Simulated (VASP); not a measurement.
# Sc: single point with PBE

System: Sc, a sheet with vacuum.

```xyz
2
Lattice="5.1133 0.0000 0.0000 -2.5567 4.4283 0.0000 0.0000 0.0000 23.8000" Properties=species:S:1:pos:R:3 pbc="T T T"
Sc    0.0000    2.9522    7.0000
Sc    2.5567    1.4761    7.0000
```

The cell was built from a structure type or drawn by symmetry, and may not be a known phase.

| Item | Value |
| --- | --- |
| Program | VASP 6.6.1 |
| Task | single point |
| Functional | PBE |
| Potentials or basis | VASP PAW PBE potentials, release 64 (Sc_sv) |
| Cutoff | 520 eV |
| k mesh | 6 × 6 × 1 |
| Occupations | gaussian, width 0.1 eV |
| Spin | no spin polarisation |

- Band gap on the k mesh: zero (bands 11 and 12 overlap by 0.42 eV)

Levels at points of the mesh, in eV from the Fermi level:
```tsv
k point	band 9	band 10	band 11	band 12	band 13	band 14
(0.00, 0.00, 0.00)	-3.14	0.13	0.14	0.35	0.35	0.63
(0.50, 0.00, 0.00)	-1.51	-0.64	-0.42	-0.07	0.05	0.15
```

It took 4 min on 1 thread of Intel Xeon 8259CL, with other jobs on the host, peak memory 0.61 GiB.
